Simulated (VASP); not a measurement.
# PbS: single point with PBE+D3(BJ)

The system is PbS.

```
CELL_PARAMETERS angstrom
2.04265 -3.53788 0.00000
2.04265 3.53788 0.00000
0.00000 0.00000 7.35656
ATOMIC_POSITIONS crystal
Pb 0.99997 0.00003 0.47530
Pb 0.00003 0.99997 0.97530
S 0.66665 0.33335 0.70390
S 0.33335 0.66665 0.20390
```

- Program: VASP 6.6.1
- Task: single point
- Functional: PBE
- Dispersion: D3(BJ)
- Potentials or basis: VASP PAW PBE potentials, release 64 (Pb_d, S)
- Cutoff: 520 eV
- k mesh: 6 × 6 × 4
- Occupations: fermi-dirac, width 0.02 eV
- Spin: no spin polarisation

```yaml
Pressure: -0.1 GPa
Band_gap_on_the_k_mesh: 0.24 eV, indirect (least direct gap 0.56 eV)
Dispersion_energy_per_atom: -0.340 eV
```

Forces on the atoms (eV/Å):
```
Pb   0.000  0.000 -0.002
Pb   0.000  0.000 -0.002
S    0.000  0.000  0.002
S    0.000  0.000  0.002
```

Levels at points of the mesh, in eV from the valence-band top:
```csv
k point,band 18,band 19,band 20,band 21,band 22,band 23
"(0.00, 0.00, 0.00)",-1.66,-1.66,0.00,0.56,3.28,3.28
"(0.50, 0.00, 0.00)",-1.87,-1.70,-0.97,0.24,1.99,2.55
"(0.50, 0.50, 0.00)",-1.87,-1.70,-0.97,0.24,1.99,2.55
"(0.00, 0.00, 0.50)",-1.87,-1.56,-1.56,2.60,2.60,3.35
"(0.50, 0.00, 0.50)",-2.76,-2.67,-2.67,2.47,2.47,2.95
"(0.50, 0.50, 0.50)",-2.76,-2.67,-2.67,2.47,2.47,2.95
```

It took 81 s on 1 thread of Intel(R) Xeon(R) Platinum 8375C CPU @ 2.90GHz (Ice Lake), with other jobs on the host, peak memory 0.27 GiB.

Caveat: spin-orbit coupling is left out, which moves the levels of the heavy elements. A k mesh can miss the band edges.
